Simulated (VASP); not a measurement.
# Rh: single point with BLYP

Crystal: Rh.

```
Rh
1.0
     2.47644    0.00000    0.00000
     0.00000    2.47644    0.00000
     0.00000    0.00000    2.47644
Rh
1
Cartesian
  0.0000 0.0000 0.0000
```

This cell differs from its parent crystal: volume scaled by 0.88.

```
Program             : VASP 6.6.1
Task                : single point
Functional          : BLYP
Potentials or basis : VASP PAW PBE potentials, release 64 (Rh_pv)
Cutoff              : 520 eV
k mesh              : 14 × 14 × 14
Occupations         : fermi-dirac, width 0.1 eV
Spin                : no spin polarisation
```

```
Pressure : 27.6 GPa
```

Levels at points of the mesh, in eV from the Fermi level:
| k point | band 3 | band 4 | band 5 | band 6 | band 7 | band 8 | band 9 | band 10 | band 11 | band 12 |
| --- | --- | --- | --- | --- | --- | --- | --- | --- | --- | --- |
| (0.00, 0.00, 0.00) | -45.95 | -7.02 | -5.61 | -5.61 | 0.83 | 0.83 | 0.83 | 17.39 | 17.39 | 17.39 |
| (0.50, 0.00, 0.00) | -45.87 | -4.93 | -4.62 | -1.53 | -1.53 | 0.11 | 1.06 | 6.76 | 17.83 | 20.74 |
| (0.50, 0.50, 0.00) | -45.79 | -6.12 | -3.97 | -1.08 | -1.08 | 2.58 | 5.98 | 5.98 | 14.21 | 14.62 |
| (0.50, 0.50, 0.50) | -46.62 | -4.91 | -4.91 | -4.91 | 2.73 | 2.73 | 10.48 | 12.79 | 12.79 | 12.79 |

Wall time 8.3 s on 1 thread of Intel(R) Xeon(R) 6975P-C (Granite Rapids), with other jobs on the host, peak memory 0.13 GiB.

Caveat: the PAW data sets were made with another functional, which shifts forces and pressure a little.
